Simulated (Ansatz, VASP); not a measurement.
# One calculation of TePb, two programs

Contents of INCAR:

```
SYSTEM = TePb
ALGO = Normal ; EDIFF = 1E-7
ENCUT = 520 ; GGA = PE
ISIF = 2 ; ISMEAR = -1
LASPH = .True. ; LCHARG = .False.
LREAL = .False. ; LWAVE = .False.
NBANDS = 17 ; NELM = 100
PREC = Accurate ; SIGMA = 0.1
```

Contents of KPOINTS:

```
k-points
0
Gamma
  11 11 11
  0 0 0
```

The input POSCAR:

```
TePb
1.0
    3.9146072976      0.0000000000      0.0000000000
    0.0000000000      3.9146072976      0.0000000000
    0.0000000000      0.0000000000      3.9146072976
Pb Te
1 1
Direct
    0.0000000000      0.0000000000      0.0000000000
    0.5000000000      0.5000000000      0.5000000000
```

Input for Ansatz:

```yaml
crystal:
  lattice:
    - [3.9146072976, 0.0, 0.0]
    - [0.0, 3.9146072976, 0.0]
    - [0.0, 0.0, 3.9146072976]
  atoms:
    - { symbol: Pb, position: [0.0, 0.0, 0.0] }
    - { symbol: Te, position: [0.5, 0.5, 0.5] }
kpoints:
  mp_grid: { grid: [11, 11, 11] }
scf:
  occupations: { method: fermi_dirac, width: 0.1 }
hamiltonian:
  xc: pbe
  pseudopotentials: { kind: nc }
output:
  forces: true
  stress: true
  eigenvalues: true
```

Change from the starting cell: volume scaled by 0.94, norm-conserving files.

Alike in both runs: task single point; functional PBE; k mesh 11 × 11 × 11; occupations fermi-dirac, width 0.1 eV; no spin polarisation.

|  | VASP | Ansatz |
| --- | --- | --- |
| version | VASP 6.6.1 | Ansatz 0.2.0 |
| potentials or method | VASP PAW PBE potentials, release 64 (Pb_d, Te) | norm-conserving pseudopotentials, scalar-relativistic |
| plane-wave cutoff (eV) | 520 | 1120 |
| valence electrons in the cell | 20 | 30 |

```tsv
	VASP	Ansatz	Ansatz less VASP
pressure (GPa)	2.9	2.9	+0.09
```

VASP's potentials hold 20 valence electrons a cell and Ansatz's 30, so a difference there can come from the potentials and not from the codes.

Spin-orbit coupling is off throughout.
